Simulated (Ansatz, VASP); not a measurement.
Cs: VASP beside Ansatz

```
Cs
1.0
    -3.13489    3.13489    3.13489
     3.13489   -3.13489    3.13489
     3.13489    3.13489   -3.13489
Cs
1
Direct
  0.00000 0.00000 0.00000
```

Alike in both runs: task single point; functional r2SCAN; k mesh 4 × 4 × 4; occupations fermi-dirac, width 0.1 eV; no spin polarisation.

|  | VASP | Ansatz |
| --- | --- | --- |
| version | VASP 6.6.1 | Ansatz 0.2.0 |
| potentials or method | VASP PAW PBE potentials, release 64 (Cs_sv), cutoff 520 eV | plane waves (500 eV) with PAW, scalar-relativistic |
| valence electrons in the cell | 9 | 9 |

```csv
,VASP,Ansatz,Ansatz less VASP
pressure (GPa),0.0,0.0,+0.01
```

VASP's potentials were made for PBE, not for r2SCAN.

Neither program's run includes spin-orbit coupling.
